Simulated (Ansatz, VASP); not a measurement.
## Ge3Pd: VASP beside Ansatz

```
CELL_PARAMETERS angstrom
5.27368 0.00000 0.00000
-2.63684 4.56714 0.00000
0.00000 0.00000 3.16636
ATOMIC_POSITIONS crystal
Ge 0.38922 0.00000 0.50000
Ge 0.00000 0.38922 0.50000
Ge 0.61078 0.61078 0.50000
Pd 0.00000 0.00000 0.00000
```

Alike in both runs: task relaxation of cell and atoms; functional PBE; k mesh 6 × 6 × 6; occupations gaussian, width 0.1 eV; no spin polarisation.

```csv
,VASP,Ansatz
version,VASP 6.6.1,Ansatz 0.2.0
potentials or method,"VASP PAW PBE potentials, release 64 (Ge_d, Pd), cutoff 600 eV","scalar-relativistic, plane waves, PAW"
valence electrons in the cell,52,60
```

```csv
,VASP,Ansatz,Ansatz less VASP
"gap on the k mesh at the Fermi level, each at its own relaxed structure (eV)",none,none,-
relaxed volume (Å³/atom),18.60,18.50,-0.101
relaxed length of the cell vector where the two differ most in proportion (Å),2.862,2.855,-0.0069
```

A gap of «none» marks a metal or a gap that the smearing closes. VASP's potentials hold 52 valence electrons a cell and Ansatz's 60, so a difference there can come from the potentials and not from the codes.
